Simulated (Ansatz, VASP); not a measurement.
## One calculation of Al, two programs

```
Al
1.0
    -1.59437    1.59437    1.59437
     1.59437   -1.59437    1.59437
     1.59437    1.59437   -1.59437
Al
1
Cartesian
  0.0000 0.0000 0.0000
```

Alike in both runs: functional r2SCAN; k mesh 18 × 18 × 18; occupations gaussian, width 0.1 eV; no spin polarisation.

Ansatz relaxed the structure, and its values are those at the end. VASP's run is a single point on that final structure, the one shown.

|  | VASP | Ansatz |
| --- | --- | --- |
| version | VASP 6.6.1 | Ansatz 0.2.0 |
| potentials or method | VASP PAW PBE potentials, release 64 (Al), cutoff 520 eV | scalar-relativistic, plane waves, PAW |
| valence electrons in the cell | 3 | 3 |

Ansatz gave:

* gap on the k mesh at the Fermi level (eV): none
* pressure (GPa): 0.0

Problem. Which values does VASP return?

Solution. gap on the k mesh at the Fermi level (eV): none; pressure (GPa): -0.3.

VASP's potentials were made for PBE, not for r2SCAN. A gap of «none» marks a metal or a gap that the smearing closes. The functional is the same, so the differences come from potentials, cutoffs and numerics.
